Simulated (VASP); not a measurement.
# AlGa3As4 (P-4m2) in VASP: relaxation of cell and atoms with PBE

Aim: the relaxation of cell and atoms of AlGa3As4 with PBE.

All numbers are computed with VASP 6.6.1; they aren't measurements. Logs are shortened: lines on timing, memory, paths and dates and some standing lists are left out, and cuts for length are marked.

## 1. The cell of the first run

The structure is tetragonal, space group P-4m2 (No. 115). The conventional cell has a = 3.892 Å, b = 3.892 Å, c = 11.008 Å, α = 90.00°, β = 90.00°, γ = 90.00°. Within 3.1 Å of Al (site symmetry -4m2) lie 4 As at 2.38 Å. Within 3.1 Å of Ga (site symmetry -4m2) lie 4 As at 2.38 Å. Ga (site symmetry 2mm) has 4 As at 2.38 Å within 3.1 Å. Within 3.1 Å of As (site symmetry 2mm) lie 2 Ga at 2.38 Å and 2 Al at 2.38 Å. Within 3.1 Å of As (site symmetry 2mm) lie 4 Ga at 2.38 Å.

## 2. Relaxation of cell and atoms, PBE

The input, INCAR:

```
  ALGO = Normal
  EDIFF = 1E-7
  EDIFFG = -0.04
  ENCUT = 510
  GGA = PE
  GGA_COMPAT = False
  IBRION = 2
  ISIF = 3
  ISMEAR = 0
  LASPH = True
  LCHARG = False
  LREAL = False
  LWAVE = False
  NELM = 120
  NELMIN = 4
  NSW = 90
  PREC = Accurate
  SIGMA = 0.1
```

The input, KPOINTS:

```
k-points
0
Gamma
  4 4 2
```

The input, POSCAR:

```
AlGa3As4
1.0
    3.8919921500      0.0000000000      0.0000000000
    0.0000000000      3.8919921500      0.0000000000
    0.0000000000      0.0000000000     11.0082161600
Al Ga As
1 3 4
Direct
    0.0000000000      0.0000000000      0.5000000000
    0.0000000000      0.0000000000      0.0000000000
    0.5000000000      0.5000000000      0.2500000000
    0.5000000000      0.5000000000      0.7500000000
    0.5000000000      0.0000000000      0.3750000000
    0.0000000000      0.5000000000      0.6250000000
    0.5000000000      0.0000000000      0.8750000000
    0.0000000000      0.5000000000      0.1250000000
```

Potentials or basis: VASP PAW PBE potentials, release 64 (Al, Ga_d, As_d).

Run with:

```console
$ cat potpaw_PBE.64/Al/POTCAR potpaw_PBE.64/Ga_d/POTCAR potpaw_PBE.64/As_d/POTCAR > POTCAR
$ mpirun -np 1 vasp_std > vasp.out
```

OUTCAR:

```text
EDIFF = 1E-7
   EDIFFG = -0.04
   ENCUT = 510
   GGA = PE
   IBRION = 2
   ISIF = 3
   ISMEAR = 0
   LASPH = True
   LREAL = False
   NELM = 120
   NELMIN = 4
   NSW = 90
   PREC = Accurate

 ion  position               nearest neighbor table
   1  0.000  0.000  0.500-   5 2.38   6 2.38   6 2.38   5 2.38
   2  0.000  0.000  0.000-   7 2.38   8 2.38   8 2.38   7 2.38
   3  0.500  0.500  0.250-   5 2.38   8 2.38   5 2.38   8 2.38
   4  0.500  0.500  0.750-   6 2.38   7 2.38   7 2.38   6 2.38
   5  0.500  0.000  0.375-   1 2.38   3 2.38   3 2.38   1 2.38
   6  0.000  0.500  0.625-   1 2.38   4 2.38   1 2.38   4 2.38
   7  0.500  0.000  0.875-   2 2.38   4 2.38   4 2.38   2 2.38
   8  0.000  0.500  0.125-   2 2.38   3 2.38   2 2.38   3 2.38

  LATTYP: Found a simple tetragonal cell.
 ALAT       =     3.8919921500
 C/A-ratio  =     2.8284271231

  Lattice vectors:

 A1 = (   3.8919921500,   0.0000000000,   0.0000000000)
 A2 = (   0.0000000000,   3.8919921500,   0.0000000000)
 A3 = (   0.0000000000,   0.0000000000,  11.0082161600)

Analysis of symmetry for initial positions (statically):
=====================================================================
 Subroutine PRICEL returns:
 Original cell was already a primitive cell.

 Routine SETGRP: Setting up the symmetry group for a
 simple tetragonal supercell.

 Subroutine GETGRP returns: Found  8 space group operations
 (whereof  8 operations were pure point group operations)
 out of a pool of 16 trial point group operations.

The static configuration has the point symmetry D_2d.

Analysis of symmetry for dynamics (positions and initial velocities):
=====================================================================
 Subroutine PRICEL returns:
 Original cell was already a primitive cell.

 Routine SETGRP: Setting up the symmetry group for a
 simple tetragonal supercell.

 Subroutine GETGRP returns: Found  8 space group operations
 (whereof  8 operations were pure point group operations)
 out of a pool of 16 trial point group operations.

The dynamic configuration has the point symmetry D_2d.

 Subroutine INISYM returns: Found  8 space group operations
 (whereof  8 operations are pure point group operations),
 and found     1 'primitive' translations

----------------------------------------------------------------------------------------

                                     Primitive cell

  volume of cell :     166.7481

  direct lattice vectors                    reciprocal lattice vectors
     3.891992150  0.000000000  0.000000000     0.256937826  0.000000000  0.000000000
     0.000000000  3.891992150  0.000000000     0.000000000  0.256937826  0.000000000
     0.000000000  0.000000000 11.008216160     0.000000000  0.000000000  0.090841239

  length of vectors
     3.891992150  3.891992150 11.008216160     0.256937826  0.256937826  0.090841239

  position of ions in fractional coordinates (direct lattice)
     0.000000000  0.000000000  0.500000000
     0.000000000  0.000000000  0.000000000
     0.500000000  0.500000000  0.250000000
     0.500000000  0.500000000  0.750000000
     0.500000000  0.000000000  0.375000000
     0.000000000  0.500000000  0.625000000
     0.500000000  0.000000000  0.875000000
     0.000000000  0.500000000  0.125000000

  ion indices of the primitive-cell ions
   primitive index   ion index
                 1           1
                 2           2
                 3           3
                 4           4
                 5           5
                 6           6
                 7           7
                 8           8

----------------------------------------------------------------------------------------

 KPOINTS: k-points

Automatic generation of k-mesh.
 Grid dimensions read from file:
 generate k-points for:    4    4    2

 Generating k-lattice:

  Cartesian coordinates                     Fractional coordinates (reciprocal lattice)
     0.064234456  0.000000000  0.000000000     0.250000000  0.000000000  0.000000000
     0.000000000  0.064234456  0.000000000     0.000000000  0.250000000  0.000000000
     0.000000000  0.000000000  0.045420620     0.000000000  0.000000000  0.500000000

  Length of vectors
     0.064234456  0.064234456  0.045420620

  Shift w.r.t. Gamma in fractional coordinates (k-lattice)
     0.000000000  0.000000000  0.000000000

 Subroutine IBZKPT returns following result:
 ===========================================

 Found     12 irreducible k-points:

 Following reciprocal coordinates:
            Coordinates               Weight
  0.000000  0.000000  0.000000      1.000000
  0.250000  0.000000  0.000000      4.000000
  0.500000  0.000000  0.000000      2.000000
  0.250000  0.250000  0.000000      4.000000
  0.500000  0.250000  0.000000      4.000000
  0.500000  0.500000  0.000000      1.000000
  0.000000  0.000000  0.500000      1.000000
  0.250000  0.000000  0.500000      4.000000
  0.500000  0.000000  0.500000      2.000000
  0.250000  0.250000  0.500000      4.000000
  0.500000  0.250000  0.500000      4.000000
  0.500000  0.500000  0.500000      1.000000
   k-points           NKPTS =     12   k-points in BZ     NKDIM =     12   number of bands    NBANDS=     61
   number of dos      NEDOS =    301   number of ions     NIONS =      8
   total plane-waves  NPLWV =  75600
   dimension x,y,z NGX =    30 NGY =   30 NGZ =   84
   dimension x,y,z NGXF=    60 NGYF=   60 NGZF=  168
   ions per type =               1   3   4
   NGX,Y,Z   is equivalent  to a cutoff of  12.81, 12.81, 12.69 a.u.
   NGXF,Y,Z  is equivalent  to a cutoff of  25.63, 25.63, 25.37 a.u.
 SYSTEM =  unknown system
   PREC   = accura    normal or accurate (medium, high low for compatibility)
   ISTART =      0    job   : 0-new  1-cont  2-samecut
   ICHARG =      2    charge: 1-file 2-atom 10-const
   ISPIN  =      1    spin polarized calculation?
   LNONCOLLINEAR =      F non collinear calculations
   LSORBIT =      F    spin-orbit coupling
   LASPH  =      T    aspherical Exc in radial PAW
   ENCUT  =  510.0 eV  37.48 Ry    6.12 a.u.   7.17  7.17 20.27*2*pi/ulx,y,z
   NELM   =    120;   NELMIN=  4; NELMDL= -5     # of ELM steps
   EDIFF  = 0.1E-06   stopping-criterion for ELM
   LREAL  =      F    real-space projection
   EDIFFG = -.4E-01   stopping-criterion for IOM
   NSW    =     90    number of steps for IOM
   IBRION =      2    ionic relax: 0-MD 1-quasi-New 2-CG
   NFREE  =      1    steps in history (QN), initial steepest desc. (CG)
   ISIF   =      3    stress and relaxation
   ISYM   =      2    0-nonsym 1-usesym 2-fastsym
   POTIM  = 0.5000    time-step for ionic-motion
   TEBEG  =    0.0;   TEEND  =   0.0 temperature during run
   PSTRESS=    0.0 pullay stress
   NELECT =     102.0000    total number of electrons
   NUPDOWN=      -1.0000    fix difference up-down
   EMIN   =  10.00;   EMAX   =-10.00  energy-range for DOS
   EFERMI =   0.00;   METHOD = LEGACY
   ISMEAR =     0;   SIGMA  =   0.10  broadening in eV -4-tet -1-fermi 0-gaus
   EFERMI_NEDOS =   21; number of points for ismear=-14 and -15
   IALGO  =     38    algorithm
   IMIX   =      4    mixing-type and parameters
     AMIX     =   0.40;   BMIX     =  1.00
     AMIX_MAG =   1.60;   BMIX_MAG =  1.00
  volume/ion in A,a.u.               =      20.84       140.66
  Fermi-wavevector in a.u.,A,eV,Ry     =   1.389701  2.626153 26.276496  1.931268
  Thomas-Fermi vector in A             =   2.513706
   LORBIT       =      0    0 simple, 1 ext, 2 COOP (PROOUT), +10 PAW based schemes
   GGA     = PE    functional components
   LHFCALC =     F    Hartree Fock is set to
   AEXX    =    0.0000 exact exchange contribution
   IVDW    =     0    specifies the selected vdW correction
   LEPSILON=     F    determine dielectric tensor
   LRPA    =     F    only Hartree local field effects (RPA)
 conjugate gradient relaxation of ions
 non-spin polarized calculation
 Gauss-broadening in eV      SIGMA  =   0.10
  energy-cutoff  :      510.00
  volume of cell :      166.75
 maximum number of plane-waves:      4384
 NGX is ok and might be reduce to    30
   NGX = 15   NGY = 15   NGZ = 41

--------------------------------------- Ionic step        1  -------------------------------------------

 number of electron     102.0000030 magnetization

 Free energy of the ion-electron system (eV)
  ---------------------------------------------------
  ext. energy  EPLUGINS =         0.00000000
  ---------------------------------------------------
  free energy    TOTEN  =       -33.36015272 eV

  energy without entropy =      -33.36015272  energy(sigma->0) =      -33.36015272

 E-fermi :   4.2915     XC(G=0): -10.1586

 val. band max:        3.8524838303   @ k =   0.0000   0.0000   0.0000
 cond. band min:       5.1258470716   @ k =   0.5000   0.5000   0.0000
 fundamental gap:      1.2733632414
 Fermi energy:         4.2915484039

 k-point     1 :       0.0000    0.0000    0.0000
  band No.  band energies     occupation
      1     -31.2293      2.00000
      2     -31.2293      2.00000
      3     -31.2279      2.00000
      4     -31.2279      2.00000
      5     -31.2236      2.00000
      6     -31.2229      2.00000
[... 922 lines left out ...]
  energy  without entropy=      -34.0413692037  energy(sigma->0) =      -34.04137317

--------------------------------------- Ionic step        5  -------------------------------------------

 number of electron     101.9999959 magnetization

 Free energy of the ion-electron system (eV)
  ---------------------------------------------------
  ext. energy  EPLUGINS =         0.00000000
  ---------------------------------------------------
  free energy    TOTEN  =       -34.04285791 eV

  energy without entropy =      -34.04284690  energy(sigma->0) =      -34.04285240

 E-fermi :   3.0364     XC(G=0):  -9.5603

 val. band max:        2.7946408733   @ k =   0.0000   0.0000   0.0000
 cond. band min:       3.2768165387   @ k =   0.0000   0.0000   0.0000
 fundamental gap:      0.4821756654
 Fermi energy:         3.0364268597

 k-point     1 :       0.0000    0.0000    0.0000
  band No.  band energies     occupation
      1     -32.2012      2.00000
      2     -32.2012      2.00000
      3     -32.2003      2.00000
      4     -32.2003      2.00000
      5     -32.1962      2.00000
      6     -32.1960      2.00000
[... 792 lines left out ...]
  FREE ENERGIE OF THE ION-ELECTRON SYSTEM (eV)
  ---------------------------------------------------
  free  energy   TOTEN  =       -34.0428579110 eV

  energy  without entropy=      -34.0428468980  energy(sigma->0) =      -34.04285240

 reached required accuracy - stopping structural energy minimisation
```

It took 4.5 min on 1 thread of Intel Xeon 6975P-C (Granite Rapids), shared host; peak memory 0.33 GiB.

What came out:

```
Free energy                           : -34.0429 eV
Relaxed volume                        : 23.67 Å³/atom
Relaxed cell                          : a = 4.083 Å, b = 4.083 Å, c = 11.356 Å, α = 90.00°, β = 90.00°, γ = 90.00°
Space group after relaxing (to 0.1 Å) : P-4m2 (No. 115)
Energy gained by relaxing             : 85.3 meV/atom
Ionic steps                           : 5
Pressure after relaxing               : 0.0 GPa
Largest force after relaxing          : 0.039 eV/Å
Band gap on the k mesh                : 0.48 eV
```

Forces in eV/Å, atoms in the order of the input:
```
Al   0.000  0.000  0.000
Ga   0.000  0.000  0.000
Ga   0.000  0.000  0.039
Ga   0.000  0.000 -0.039
As   0.000  0.000 -0.010
As   0.000  0.000  0.010
As   0.000  0.000 -0.006
As   0.000  0.000  0.006
```

Step by step:
```
step  energy change (eV)  largest force (eV/Å)  pressure (GPa)  volume (Å³)
   1              0.0000                0.1299           10.74       166.75
   2             -0.5183                0.0578           -3.53       202.78
   3             -0.6787                0.0769           -0.02       189.41
   4             -0.6812                0.0431            0.00       189.38
   5             -0.6827                0.0395            0.01       189.33
```

Final structure:
```xyz
8
Lattice="4.0831 0.0000 0.0000 0.0000 4.0831 0.0000 0.0000 0.0000 11.3559" Properties=species:S:1:pos:R:3 pbc="T T T"
Al    0.0000    0.0000    5.6779
Ga    0.0000    0.0000    0.0000
Ga    2.0416    2.0416    2.8381
Ga    2.0416    2.0416    8.5178
As    2.0416    4.0831    4.2716
As    0.0000    2.0416    7.0842
As    2.0416    4.0831    9.9376
As    0.0000    2.0416    1.4182
```

Caveat: semilocal functionals underestimate gaps, and a narrow one can read as zero.
